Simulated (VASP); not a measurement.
# W2S (P6_3/mmc) in VASP: notebook, part 2 of 2

VASP 6.6.1.

## Step 3: Single point, PBE

INCAR

```
PREC = Accurate
ENCUT = 520
EDIFF = 1E-6
ISMEAR = 0
SIGMA = 0.1
LREAL = False
LASPH = True
NELM = 80
ALGO = Normal
ISIF = 2
LWAVE = False
LCHARG = False
GGA = PE
NBANDS = 43
```

KPOINTS

```
Automatic mesh
0
Gamma
  12 12 4
```

POSCAR

```
W2S
1.0
    3.1033011330      0.0000000000      0.0000000000
   -1.5516505665      2.6875376167      0.0000000000
    0.0000000000      0.0000000000     10.8152411443
W S
4 2
Direct
    0.3333333333      0.6666666667      0.5975194680
    0.6666666667      0.3333333333      0.0975194680
    0.3333333333      0.6666666667      0.9024805320
    0.6666666667      0.3333333333      0.4024805320
    0.3333333333      0.6666666667      0.2500000000
    0.6666666667      0.3333333333      0.7500000000
```

Potentials or basis: VASP PAW PBE potentials, release 64 (W_sv, S).

On the command line:

```bash
$ cat potpaw_PBE.64/W_sv/POTCAR potpaw_PBE.64/S/POTCAR > POTCAR
$ mpirun -np 1 vasp_std > vasp.out
```

OUTCAR:

```text
PREC = Accurate
   ENCUT = 520
   EDIFF = 1E-6
   ISMEAR = 0
   LREAL = False
   LASPH = True
   NELM = 80
   ISIF = 2
   GGA = PE

 ion  position               nearest neighbor table
   1  0.333  0.667  0.598-   6 2.44   6 2.44   6 2.44   4 2.77   4 2.77   4 2.77   3 3.30
   2  0.667  0.333  0.098-   5 2.44   5 2.44   5 2.44   3 2.77   3 2.77   3 2.77   4 3.30
   3  0.333  0.667  0.902-   6 2.44   6 2.44   6 2.44   2 2.77   2 2.77   2 2.77   1 3.30
   4  0.667  0.333  0.402-   5 2.44   5 2.44   5 2.44   1 2.77   1 2.77   1 2.77   2 3.30
   5  0.333  0.667  0.250-   2 2.44   4 2.44   2 2.44   4 2.44   2 2.44   4 2.44
   6  0.667  0.333  0.750-   1 2.44   3 2.44   1 2.44   3 2.44   1 2.44   3 2.44

  LATTYP: Found a hexagonal cell.
 ALAT       =     3.1033011330
 C/A-ratio  =     3.4850762723

  Lattice vectors:

 A1 = (   3.1033011330,   0.0000000000,   0.0000000000)
 A2 = (  -1.5516505665,   2.6875376167,   0.0000000000)
 A3 = (   0.0000000000,   0.0000000000,  10.8152411443)

Analysis of symmetry for initial positions (statically):
=====================================================================
 Subroutine PRICEL returns:
 Original cell was already a primitive cell.

 Routine SETGRP: Setting up the symmetry group for a
 hexagonal supercell.

 Subroutine GETGRP returns: Found 24 space group operations
 (whereof 12 operations were pure point group operations)
 out of a pool of 24 trial point group operations.

The static configuration has the point symmetry D_3d.
 The point group associated with its full space group is D_6h.

Analysis of symmetry for dynamics (positions and initial velocities):
=====================================================================
 Subroutine PRICEL returns:
 Original cell was already a primitive cell.

 Routine SETGRP: Setting up the symmetry group for a
 hexagonal supercell.

 Subroutine GETGRP returns: Found 24 space group operations
 (whereof 12 operations were pure point group operations)
 out of a pool of 24 trial point group operations.

The dynamic configuration has the point symmetry D_3d.
 The point group associated with its full space group is D_6h.

 Subroutine INISYM returns: Found 24 space group operations
 (whereof 12 operations are pure point group operations),
 and found     1 'primitive' translations

----------------------------------------------------------------------------------------

                                     Primitive cell

  volume of cell :      90.2017

  direct lattice vectors                    reciprocal lattice vectors
     3.103301133  0.000000000  0.000000000     0.322237500  0.186043908  0.000000000
    -1.551650566  2.687537617  0.000000000     0.000000000  0.372087815  0.000000000
     0.000000000  0.000000000 10.815241144     0.000000000  0.000000000  0.092462108

  length of vectors
     3.103301133  3.103301133 10.815241144     0.372087815  0.372087815  0.092462108

  position of ions in fractional coordinates (direct lattice)
     0.333333333  0.666666667  0.597519468
     0.666666667  0.333333333  0.097519468
     0.333333333  0.666666667  0.902480532
     0.666666667  0.333333333  0.402480532
     0.333333333  0.666666667  0.250000000
     0.666666667  0.333333333  0.750000000

  ion indices of the primitive-cell ions
   primitive index   ion index
[... 30 lines left out ...]

 Found     57 irreducible k-points:

 Following reciprocal coordinates:
            Coordinates               Weight
  0.000000  0.000000  0.000000      1.000000
  0.083333  0.000000  0.000000      6.000000
  0.166667  0.000000  0.000000      6.000000
  0.250000 -0.000000  0.000000      6.000000
  0.333333  0.000000  0.000000      6.000000
  0.416667  0.000000  0.000000      6.000000
[... 16 lines left out ...]
  0.250000 -0.000000  0.250000     12.000000
  0.333333  0.000000  0.250000     12.000000
 [... further k-points ...]
   k-points           NKPTS =     57   k-points in BZ     NKDIM =     57   number of bands    NBANDS=     43
   number of dos      NEDOS =    301   number of ions     NIONS =      6
   total plane-waves  NPLWV =  46080
   dimension x,y,z NGX =    24 NGY =   24 NGZ =   80
   dimension x,y,z NGXF=    48 NGYF=   48 NGZF=  160
   ions per type =               4   2
   NGX,Y,Z   is equivalent  to a cutoff of  12.86, 12.86, 12.30 a.u.
   NGXF,Y,Z  is equivalent  to a cutoff of  25.71, 25.71, 24.59 a.u.
 SYSTEM =  unknown system
   PREC   = accura    normal or accurate (medium, high low for compatibility)
   ISTART =      0    job   : 0-new  1-cont  2-samecut
   ICHARG =      2    charge: 1-file 2-atom 10-const
   ISPIN  =      1    spin polarized calculation?
   LNONCOLLINEAR =      F non collinear calculations
   LSORBIT =      F    spin-orbit coupling
   LASPH  =      T    aspherical Exc in radial PAW
   ENCUT  =  520.0 eV  38.22 Ry    6.18 a.u.   5.77  5.77 20.11*2*pi/ulx,y,z
   NELM   =     80;   NELMIN=  2; NELMDL= -5     # of ELM steps
   EDIFF  = 0.1E-05   stopping-criterion for ELM
   LREAL  =      F    real-space projection
   EDIFFG = 0.1E-04   stopping-criterion for IOM
   NSW    =      0    number of steps for IOM
   IBRION =     -1    ionic relax: 0-MD 1-quasi-New 2-CG
   NFREE  =      0    steps in history (QN), initial steepest desc. (CG)
   ISIF   =      2    stress and relaxation
   ISYM   =      2    0-nonsym 1-usesym 2-fastsym
   POTIM  = 0.5000    time-step for ionic-motion
   TEBEG  =    0.0;   TEEND  =   0.0 temperature during run
   PSTRESS=    0.0 pullay stress
   NELECT =      68.0000    total number of electrons
   NUPDOWN=      -1.0000    fix difference up-down
   EMIN   =  10.00;   EMAX   =-10.00  energy-range for DOS
   EFERMI =   0.00;   METHOD = LEGACY
   ISMEAR =     0;   SIGMA  =   0.10  broadening in eV -4-tet -1-fermi 0-gaus
   EFERMI_NEDOS =   21; number of points for ismear=-14 and -15
   IALGO  =     38    algorithm
   IMIX   =      4    mixing-type and parameters
     AMIX     =   0.40;   BMIX     =  1.00
     AMIX_MAG =   1.60;   BMIX_MAG =  1.00
  volume/ion in A,a.u.               =      15.03       101.45
  Fermi-wavevector in a.u.,A,eV,Ry     =   1.489954  2.815605 30.204436  2.219963
  Thomas-Fermi vector in A             =   2.602797
   LORBIT       =      0    0 simple, 1 ext, 2 COOP (PROOUT), +10 PAW based schemes
   GGA     = PE    functional components
   LHFCALC =     F    Hartree Fock is set to
   AEXX    =    0.0000 exact exchange contribution
   IVDW    =     0    specifies the selected vdW correction
   LEPSILON=     F    determine dielectric tensor
   LRPA    =     F    only Hartree local field effects (RPA)
 non-spin polarized calculation
 Gauss-broadening in eV      SIGMA  =   0.10
  energy-cutoff  :      520.00
  volume of cell :       90.20
 maximum number of plane-waves:      2446
 NGX is ok and might be reduce to    24
   NGX = 11   NGY = 11   NGZ = 41

 number of electron      68.0000001 magnetization

 Free energy of the ion-electron system (eV)
  ---------------------------------------------------
  ext. energy  EPLUGINS =         0.00000000
  ---------------------------------------------------
  free energy    TOTEN  =       -60.59290345 eV

  energy without entropy =      -60.58244394  energy(sigma->0) =      -60.58767370

 E-fermi :  11.3336     XC(G=0): -13.0729

 val. band max:       11.2959259402   @ k =   0.4167   0.0833   0.0000
 cond. band min:      11.3336299475   @ k =   0.1667   0.1667   0.0000
 fundamental gap:      0.0377040073
 Fermi energy:        11.3335922640

 k-point     1 :       0.0000    0.0000    0.0000
  band No.  band energies     occupation
      1     -62.8616      2.00000
      2     -62.8585      2.00000
      3     -62.7863      2.00000
      4     -62.7834      2.00000
      5     -27.4958      2.00000
      6     -27.3900      2.00000
[... 1093 lines left out ...]
     42      14.1905      0.00000
     43      14.5909      0.00000

 [... further k-points ...]
[... 5 lines left out ...]
  --------------------------------------------------------------------------------------
  -------------------------------------------------------------------------------------
  Total        0.1717655      0.1717655      0.2807547      0.0000000      0.0000000     -0.0000000
  in kB        3.0509278      3.0509278      4.9868117      0.0000000      0.0000000     -0.0000000
  external PRESSURE =       3.6962224 kB  Pullay stress =       0.0000000 kB

 VOLUME and BASIS-vectors are now :
 -----------------------------------------------------------------------------
  energy-cutoff  :      520.00
  volume of cell :       90.20
      direct lattice vectors                 reciprocal lattice vectors
     3.103301133  0.000000000  0.000000000     0.322237500  0.186043908  0.000000000
    -1.551650566  2.687537617  0.000000000     0.000000000  0.372087815  0.000000000
     0.000000000  0.000000000 10.815241144     0.000000000  0.000000000  0.092462108

 POSITION                                       TOTAL-FORCE (eV/Angst)
 -----------------------------------------------------------------------------------
     -0.00000      1.79169      6.46232        -0.000000     -0.000000     -0.026648
      1.55165      0.89585      1.05470         0.000000      0.000000     -0.026648
     -0.00000      1.79169      9.76054        -0.000000     -0.000000      0.026648
      1.55165      0.89585      4.35292         0.000000      0.000000      0.026648
     -0.00000      1.79169      2.70381        -0.000000      0.000000      0.000000
      1.55165      0.89585      8.11143        -0.000000     -0.000000      0.000000
 -----------------------------------------------------------------------------------
    total drift:                               -0.000000      0.000000     -0.000000

  FREE ENERGIE OF THE ION-ELECTRON SYSTEM (eV)
  ---------------------------------------------------
  free  energy   TOTEN  =       -60.5929034543 eV

  energy  without entropy=      -60.5824439388  energy(sigma->0) =      -60.58767370
```

OSZICAR:

```text
N       E                     dE             d eps       ncg     rms          rms(c)
DAV:   1     0.855341882142E+03    0.85534E+03   -0.39020E+04  4910   0.178E+03
DAV:   2    -0.446248105463E+01   -0.85980E+03   -0.83663E+03  5105   0.552E+02
DAV:   3    -0.612254434459E+02   -0.56763E+02   -0.54722E+02  5829   0.131E+02
DAV:   4    -0.632722837341E+02   -0.20468E+01   -0.20096E+01  6121   0.223E+01
DAV:   5    -0.633105252005E+02   -0.38241E-01   -0.38114E-01  6068   0.320E+00    0.436E+01
DAV:   6    -0.610041139187E+02    0.23064E+01   -0.48889E+00  6263   0.134E+01    0.185E+01
DAV:   7    -0.606078683778E+02    0.39625E+00   -0.18818E+00  5657   0.710E+00    0.265E+00
DAV:   8    -0.605930277957E+02    0.14841E-01   -0.11501E-01  5874   0.253E+00    0.418E-01
DAV:   9    -0.605928720902E+02    0.15571E-03   -0.71545E-03  5955   0.527E-01    0.155E-01
DAV:  10    -0.605928998902E+02   -0.27800E-04   -0.94846E-04  6444   0.261E-01    0.434E-02
DAV:  11    -0.605929058114E+02   -0.59213E-05   -0.10559E-04  6152   0.759E-02    0.149E-02
DAV:  12    -0.605929041459E+02    0.16655E-05   -0.20676E-05  5883   0.321E-02    0.425E-03
DAV:  13    -0.605929034543E+02    0.69167E-06   -0.38125E-06  4904   0.123E-02
   1 F= -.60592903E+02 E0= -.60587674E+02  d E =-.104595E-01
```

stdout:

```text
POSCAR found type information on POSCAR W S
 POSCAR found :  2 types and       6 ions
 scaLAPACK will be used
 LDA part: xc-table for (Slater+PW92), standard interpolation
 POSCAR, INCAR and KPOINTS ok, starting setup
 FFT: planning ... GRIDC
 FFT: planning ... GRID_SOFT
 FFT: planning ... GRID
 WAVECAR not read
 entering main loop
```

Run time: 3.1 min. Hardware: 1 thread of Intel Xeon Platinum 8259CL at 2.50GHz (Skylake/Cascade Lake), shared host; peak memory 0.3 GiB.

Results:

```yaml
Free_energy: -60.5929 eV
Pressure: 0.4 GPa
Largest_force: 0.027 eV/Å
Band_gap_on_the_k_mesh: zero (band 34 reaches 12.67 eV, above the bottom of band 35 at 10.13 eV)
```

Forces in eV/Å, atoms in the order of the input:
```
W    0.000  0.000 -0.027
W    0.000  0.000 -0.027
W    0.000  0.000  0.027
W    0.000  0.000  0.027
S    0.000  0.000  0.000
S    0.000  0.000  0.000
```

Stress tensor (GPa, compression positive):
```
0.31 0.00 0.00
0.00 0.31 0.00
0.00 0.00 0.50
```

Levels at points of the mesh, in eV from the Fermi level:
| k point | band 32 | band 33 | band 34 | band 35 | band 36 | band 37 |
| --- | --- | --- | --- | --- | --- | --- |
| (0.00, 0.00, 0.00) | -1.51 | -1.29 | -1.20 | -1.20 | 0.47 | 0.47 |
| (0.50, 0.00, 0.00) | -0.99 | 0.24 | 1.11 | 1.33 | 1.90 | 2.73 |
| (0.00, 0.00, 0.50) | -1.47 | -0.98 | -0.98 | -0.98 | -0.98 | -0.05 |
| (0.50, 0.00, 0.50) | -0.52 | -0.43 | -0.43 | 2.55 | 2.55 | 3.03 |

Caveat: spin-orbit coupling is left out, which moves the levels of the heavy elements.
